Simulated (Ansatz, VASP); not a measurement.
**One calculation of Ca, two programs**

File INCAR:

```
PREC = Accurate
ENCUT = 520
EDIFF = 1E-7
ISMEAR = 0
SIGMA = 0.02
LREAL = F
LASPH = T
NELM = 60
ALGO = Normal
ISIF = 2
LWAVE = F
LCHARG = F
NBANDS = 11
```

The input KPOINTS:

```
regular mesh
0
Gamma
  8 8 8
```

Contents of POSCAR:

```
Ca
1.0
   -2.2731180000      2.1418110000      2.3373330000
    2.1679220000     -2.1612850000      2.2516110000
    2.3296730000      2.2178410000     -2.3568070000
Ca
1
Direct
    0.0000000000      0.0000000000      0.0000000000
```

File input.yaml:

```yaml
crystal:
  lattice:
    - [-2.273118, 2.141811, 2.337333]
    - [2.167922, -2.161285, 2.251611]
    - [2.329673, 2.217841, -2.356807]
  atoms:
    - { symbol: Ca, position: [0.0, 0.0, 0.0] }
kpoints:
  mp_grid: { grid: [8, 8, 8] }
scf:
  occupations: { method: gaussian, width: 0.02 }
hamiltonian:
  xc: lda
  pseudopotentials: { kind: all_electron, lapw: { basis_error: 0.001 } }
output:
  forces: true
  stress: true
  eigenvalues: true
```

Change from the starting cell: cell strained at random at fixed volume.

Alike in both runs: task single point; functional LDA; k mesh 8 × 8 × 8; occupations gaussian, width 0.02 eV; no spin polarisation.

|  | VASP | Ansatz |
| --- | --- | --- |
| version | VASP 6.6.1 | Ansatz 0.2.0 |
| potentials or method | VASP PAW LDA potentials, release 64 (Ca_sv), cutoff 520 eV | all-electron LAPW, scalar-relativistic |

```tsv
	VASP	Ansatz	Ansatz less VASP
gap on the k mesh at the Fermi level (eV)	none	none	-
pressure (GPa)	-2.5	-2.5	+0.01
traceless stress, the component that is largest in VASP (GPa)	0.57	0.57	+0.001
```

LDA's correlation is that of Perdew and Zunger in VASP and of Perdew and Wang (1992) in Ansatz. A gap of «none» marks a metal or a gap that the smearing closes. Ansatz ran all-electron here, and VASP with PAW potentials.
